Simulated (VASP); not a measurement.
# Si (a cell with a defect) in VASP: notebook

The runs below take Si (a cell with a defect) through single point, relaxation of the atoms, with PBEsol.

Program: VASP 6.6.1. These are calculated values, not measurements. Logs are shortened: lines on timing, memory, paths and dates and some standing lists are left out, and cuts for length are marked.

### Step 1. The cell of the first run

The cell holds a defect, 15 atoms: a = 7.685 Å, b = 7.685 Å, c = 7.685 Å, α = 60.00°, β = 60.00°, γ = 60.00°.

### Step 2. Single point, PBEsol

INCAR reads:

```
SYSTEM = Si
PREC = Accurate ; ENCUT = 520
EDIFF = 1E-6 ; ISMEAR = 0
SIGMA = 0.02 ; LREAL = Auto
LASPH = .TRUE. ; NELM = 60
ALGO = Normal ; ISIF = 2
LWAVE = .FALSE. ; LCHARG = .TRUE.
GGA = PS ; LELF = .TRUE.
LVHAR = .TRUE. ; NBANDS = 43
```

KPOINTS reads:

```
Automatic mesh
0
G
  3 3 3
  0 0 0
```

POSCAR reads:

```
Si
1.0
    0.0000000000      5.4338342766     -5.4338342766
    5.4338342766      5.4338342766      0.0000000000
    5.4338342766      0.0000000000     -5.4338342766
Si
15
Direct
    0.2479418641     -0.2438254339      0.2479418641
    0.1248712172      0.6251288367      0.1248712172
    0.6251288367      0.1248712172      0.1248712172
    0.6251287447      0.6251287447      0.1248713092
    0.1248712172      0.1248712172      0.6251288367
    0.1248713092      0.6251287447      0.6251287447
    0.6251287447      0.1248713092      0.6251287447
    0.6250000142      0.6250000142      0.6250000142
    0.2479418641      0.2479418641      0.2479418641
    0.7500644651      0.7500644651      0.2498064775
    0.7561745152      0.2479418641      0.2479418641
    0.2498064775      0.7500644651      0.7500644651
    0.2479418641      0.2479418641      0.7561745152
    0.7500644651      0.7500644651      0.7500644651
    0.7500644651      0.2498064775      0.7500644651
```

Potentials or basis: VASP PAW PBE potentials, release 64 (Si).

Launch:

```console
$ cat potpaw_PBE.64/Si/POTCAR > POTCAR
$ mpirun -np 1 vasp_std > vasp.out
```

OUTCAR:

```text
SYSTEM = Si
   PREC = Accurate
   ENCUT = 520
   EDIFF = 1E-6
   ISMEAR = 0
   LREAL = Auto
   LASPH = .TRUE.
   NELM = 60
   ISIF = 2
   GGA = PS

 ion  position               nearest neighbor table
   1  0.248  0.756  0.248-   4 2.37   6 2.37   2 2.37
   2  0.125  0.625  0.125-  10 2.35  12 2.35   9 2.37   1 2.37
   3  0.625  0.125  0.125-  10 2.35  15 2.35  11 2.37   9 2.37
   4  0.625  0.625  0.125-  10 2.35  14 2.35  11 2.37   1 2.37
   5  0.125  0.125  0.625-  12 2.35  15 2.35  13 2.37   9 2.37
   6  0.125  0.625  0.625-  12 2.35  14 2.35  13 2.37   1 2.37
   7  0.625  0.125  0.625-  15 2.35  14 2.35  11 2.37  13 2.37
   8  0.625  0.625  0.625-  14 2.35  12 2.35  10 2.35  15 2.35
   9  0.248  0.248  0.248-   2 2.37   3 2.37   5 2.37
  10  0.750  0.750  0.250-   4 2.35   3 2.35   2 2.35   8 2.35
  11  0.756  0.248  0.248-   4 2.37   7 2.37   3 2.37
  12  0.250  0.750  0.750-   6 2.35   5 2.35   2 2.35   8 2.35
  13  0.248  0.248  0.756-   6 2.37   7 2.37   5 2.37
  14  0.750  0.750  0.750-   4 2.35   6 2.35   7 2.35   8 2.35
  15  0.750  0.250  0.750-   7 2.35   5 2.35   3 2.35   8 2.35

  LATTYP: Found a face centered cubic cell.
 ALAT       =    10.8676685532

  Lattice vectors:

 A1 = (   0.0000000000,   5.4338342766,  -5.4338342766)
 A2 = (   5.4338342766,   5.4338342766,   0.0000000000)
 A3 = (   5.4338342766,   0.0000000000,  -5.4338342766)

Analysis of symmetry for initial positions (statically):
=====================================================================
 Subroutine PRICEL returns:
 Original cell was already a primitive cell.

 Routine SETGRP: Setting up the symmetry group for a
 face centered cubic supercell.

 Subroutine GETGRP returns: Found 24 space group operations
 (whereof  6 operations were pure point group operations)
 out of a pool of 48 trial point group operations.

The static configuration has the point symmetry C_3v.
 The point group associated with its full space group is T_d .

Analysis of symmetry for dynamics (positions and initial velocities):
=====================================================================
 Subroutine PRICEL returns:
 Original cell was already a primitive cell.

 Routine SETGRP: Setting up the symmetry group for a
 face centered cubic supercell.

 Subroutine GETGRP returns: Found 24 space group operations
 (whereof  6 operations were pure point group operations)
 out of a pool of 48 trial point group operations.

The dynamic configuration has the point symmetry C_3v.
 The point group associated with its full space group is T_d .

 Subroutine INISYM returns: Found 24 space group operations
 (whereof  6 operations are pure point group operations),
 and found     1 'primitive' translations

----------------------------------------------------------------------------------------

                                     Primitive cell

  volume of cell :     320.8848

  direct lattice vectors                    reciprocal lattice vectors
     0.000000000  5.433834277 -5.433834277    -0.092016056  0.092016056 -0.092016056
     5.433834277  5.433834277  0.000000000     0.092016056  0.092016056  0.092016056
     5.433834277  0.000000000 -5.433834277     0.092016056 -0.092016056 -0.092016056

  length of vectors
     7.684602130  7.684602130  7.684602130     0.159376484  0.159376484  0.159376484

  position of ions in fractional coordinates (direct lattice)
     0.247941864  0.756174566  0.247941864
     0.124871217  0.625128837  0.124871217
     0.625128837  0.124871217  0.124871217
     0.625128745  0.625128745  0.124871309
     0.124871217  0.124871217  0.625128837
     0.124871309  0.625128745  0.625128745
     0.625128745  0.124871309  0.625128745
     0.625000014  0.625000014  0.625000014
     0.247941864  0.247941864  0.247941864
     0.750064465  0.750064465  0.249806478
     0.756174515  0.247941864  0.247941864
     0.249806478  0.750064465  0.750064465
     0.247941864  0.247941864  0.756174515
     0.750064465  0.750064465  0.750064465
     0.750064465  0.249806478  0.750064465

  ion indices of the primitive-cell ions
   primitive index   ion index
                 1           1
                 2           2
                 3           3
                 4           4
                 5           5
                 6           6
                 7           7
                 8           8
                 9           9
                10          10
                11          11
                12          12
                13          13
                14          14
                15          15

----------------------------------------------------------------------------------------

 KPOINTS: Automatic mesh

Automatic generation of k-mesh.
 Grid dimensions read from file:
 generate k-points for:    3    3    3

 Generating k-lattice:

  Cartesian coordinates                     Fractional coordinates (reciprocal lattice)
    -0.030672019  0.030672019 -0.030672019     0.333333333  0.000000000  0.000000000
     0.030672019  0.030672019  0.030672019     0.000000000  0.333333333  0.000000000
     0.030672019 -0.030672019 -0.030672019     0.000000000  0.000000000  0.333333333

  Length of vectors
     0.053125495  0.053125495  0.053125495

  Shift w.r.t. Gamma in fractional coordinates (k-lattice)
     0.000000000  0.000000000  0.000000000

 Subroutine IBZKPT returns following result:
 ===========================================

 Found      4 irreducible k-points:

 Following reciprocal coordinates:
            Coordinates               Weight
  0.000000  0.000000  0.000000      1.000000
  0.333333  0.000000  0.000000      8.000000
  0.333333  0.333333  0.000000      6.000000
 -0.333333  0.333333  0.000000     12.000000
   k-points           NKPTS =      4   k-points in BZ     NKDIM =      4   number of bands    NBANDS=     43
   number of dos      NEDOS =    301   number of ions     NIONS =     15
   total plane-waves  NPLWV = 216000
   dimension x,y,z NGX =    60 NGY =   60 NGZ =   60
   dimension x,y,z NGXF=   120 NGYF=  120 NGZF=  120
   ions per type =              15
   NGX,Y,Z   is equivalent  to a cutoff of  12.98, 12.98, 12.98 a.u.
   NGXF,Y,Z  is equivalent  to a cutoff of  25.96, 25.96, 25.96 a.u.
 SYSTEM =  Si
   PREC   = accura    normal or accurate (medium, high low for compatibility)
   ISTART =      0    job   : 0-new  1-cont  2-samecut
   ICHARG =      2    charge: 1-file 2-atom 10-const
   ISPIN  =      1    spin polarized calculation?
   LNONCOLLINEAR =      F non collinear calculations
   LSORBIT =      F    spin-orbit coupling
   LASPH  =      T    aspherical Exc in radial PAW
   ENCUT  =  520.0 eV  38.22 Ry    6.18 a.u.  14.29 14.29 14.29*2*pi/ulx,y,z
   NELM   =     60;   NELMIN=  2; NELMDL= -5     # of ELM steps
   EDIFF  = 0.1E-05   stopping-criterion for ELM
   LREAL  =      T    real-space projection
   EDIFFG = 0.1E-04   stopping-criterion for IOM
   NSW    =      0    number of steps for IOM
   IBRION =     -1    ionic relax: 0-MD 1-quasi-New 2-CG
   NFREE  =      0    steps in history (QN), initial steepest desc. (CG)
   ISIF   =      2    stress and relaxation
   ISYM   =      2    0-nonsym 1-usesym 2-fastsym
   POTIM  = 0.5000    time-step for ionic-motion
   TEBEG  =    0.0;   TEEND  =   0.0 temperature during run
   PSTRESS=    0.0 pullay stress
   NELECT =      60.0000    total number of electrons
   NUPDOWN=      -1.0000    fix difference up-down
   EMIN   =  10.00;   EMAX   =-10.00  energy-range for DOS
   EFERMI =   0.00;   METHOD = LEGACY
   ISMEAR =     0;   SIGMA  =   0.02  broadening in eV -4-tet -1-fermi 0-gaus
   EFERMI_NEDOS =   21; number of points for ismear=-14 and -15
   IALGO  =     38    algorithm
   IMIX   =      4    mixing-type and parameters
     AMIX     =   0.40;   BMIX     =  1.00
     AMIX_MAG =   1.60;   BMIX_MAG =  1.00
  volume/ion in A,a.u.               =      21.39       144.36
  Fermi-wavevector in a.u.,A,eV,Ry     =   0.936143  1.769054 11.923652  0.876364
  Thomas-Fermi vector in A             =   2.063122
   LORBIT       =      0    0 simple, 1 ext, 2 COOP (PROOUT), +10 PAW based schemes
   GGA     = PS    functional components
   LHFCALC =     F    Hartree Fock is set to
   AEXX    =    0.0000 exact exchange contribution
   IVDW    =     0    specifies the selected vdW correction
   LEPSILON=     F    determine dielectric tensor
   LRPA    =     F    only Hartree local field effects (RPA)
 non-spin polarized calculation
 Gauss-broadening in eV      SIGMA  =   0.02
  energy-cutoff  :      520.00
  volume of cell :      320.88
 maximum number of plane-waves:      8657
 NGX is ok and might be reduce to    60
   NGX = 29   NGY = 29   NGZ = 29

 number of electron      60.0000002 magnetization

 Free energy of the ion-electron system (eV)
  ---------------------------------------------------
  ext. energy  EPLUGINS =         0.00000000
  ---------------------------------------------------
  free energy    TOTEN  =       -83.00125862 eV

  energy without entropy =      -82.99933136  energy(sigma->0) =      -83.00029499

 E-fermi :   5.2173     XC(G=0):  -9.3147

 val. band max:        4.8835763292   @ k =   0.3333   0.3333   0.0000
 cond. band min:       5.2369059917   @ k =  -0.3333   0.3333   0.0000
 fundamental gap:      0.3533296625
 Fermi energy:         5.2173475012

 k-point     1 :       0.0000    0.0000    0.0000
  band No.  band energies     occupation
      1      -6.6059      2.00000
      2      -4.4139      2.00000
      3      -4.4139      2.00000
      4      -4.4139      2.00000
      5      -3.8229      2.00000
      6      -2.6458      2.00000
[... 169 lines left out ...]
     41       8.7074      0.00000
     42       8.8806      0.00000
 [bands above 42 left out]

------------------------ aborting loop because EDIFF is reached ----------------------------------------

  FORCE on cell =-STRESS in cart. coord.  units (eV):
  Direction    XX          YY          ZZ          XY          YZ          ZX
  --------------------------------------------------------------------------------------
  -------------------------------------------------------------------------------------
  Total       -3.9317170     -3.9317170     -3.9317170     -0.0000000     -0.0000000     -0.0000000
  in kB      -19.6310561    -19.6310561    -19.6310561     -0.0000000     -0.0000000     -0.0000000
  external PRESSURE =     -19.6310561 kB  Pullay stress =       0.0000000 kB

 VOLUME and BASIS-vectors are now :
 -----------------------------------------------------------------------------
  energy-cutoff  :      520.00
  volume of cell :      320.88
      direct lattice vectors                 reciprocal lattice vectors
     0.000000000  5.433834277 -5.433834277    -0.092016056  0.092016056 -0.092016056
     5.433834277  5.433834277  0.000000000     0.092016056  0.092016056  0.092016056
     5.433834277  0.000000000 -5.433834277     0.092016056 -0.092016056 -0.092016056

 POSITION                                       TOTAL-FORCE (eV/Angst)
 -----------------------------------------------------------------------------------
      5.45620      5.45620     -2.69455         0.003060      0.003060      0.003060
      4.07538      4.07538     -1.35706         0.000000      0.000000     -0.007261
      1.35706      4.07538     -4.07538         0.007261      0.000000      0.000000
      4.07538      6.79369     -4.07538         0.000000     -0.007261      0.000000
      4.07538      1.35706     -4.07538         0.000000      0.007261      0.000000
      6.79369      4.07538     -4.07538        -0.007261      0.000000      0.000000
      4.07538      4.07538     -6.79369         0.000000      0.000000      0.007261
      6.79229      6.79229     -6.79229         0.000000      0.000000      0.000000
      2.69455      2.69455     -2.69455        -0.003060     -0.003060      0.003060
      5.43313      8.15145     -5.43313         0.003031     -0.003031     -0.003031
      2.69455      5.45620     -5.45620        -0.003060      0.003060     -0.003060
      8.15145      5.43313     -5.43313        -0.003031      0.003031     -0.003031
      5.45620      2.69455     -5.45620         0.003060     -0.003060     -0.003060
      8.15145      8.15145     -8.15145        -0.003031     -0.003031      0.003031
      5.43313      5.43313     -8.15145         0.003031      0.003031      0.003031
 -----------------------------------------------------------------------------------
    total drift:                                0.000167      0.000167     -0.000204

  FREE ENERGIE OF THE ION-ELECTRON SYSTEM (eV)
  ---------------------------------------------------
  free  energy   TOTEN  =       -83.0012586205 eV

  energy  without entropy=      -82.9993313577  energy(sigma->0) =      -83.00029499
```

It took 68 s on 1 thread of Intel Xeon 6975P-C (Granite Rapids), shared host; peak memory 0.44 GiB.

Results:

* Free energy: -83.0013 eV
* Pressure: -2.0 GPa
* Largest force: 0.007 eV/Å
* Band gap on the k mesh: zero (band 30 reaches 5.94 eV, above the bottom of band 31 at 5.24 eV)

Forces on the atoms (eV/Å):
```
Si   0.003  0.003  0.003
Si   0.000  0.000 -0.007
Si   0.007  0.000  0.000
Si   0.000 -0.007  0.000
Si   0.000  0.007  0.000
Si  -0.007  0.000  0.000
Si   0.000  0.000  0.007
Si   0.000  0.000  0.000
Si  -0.003 -0.003  0.003
Si   0.003 -0.003 -0.003
Si  -0.003  0.003 -0.003
Si  -0.003  0.003 -0.003
Si   0.003 -0.003 -0.003
Si  -0.003 -0.003  0.003
Si   0.003  0.003  0.003
```

Caveat: the PAW data sets were made with another functional, which shifts forces and pressure a little.

(Continued in part 2 of 2.)
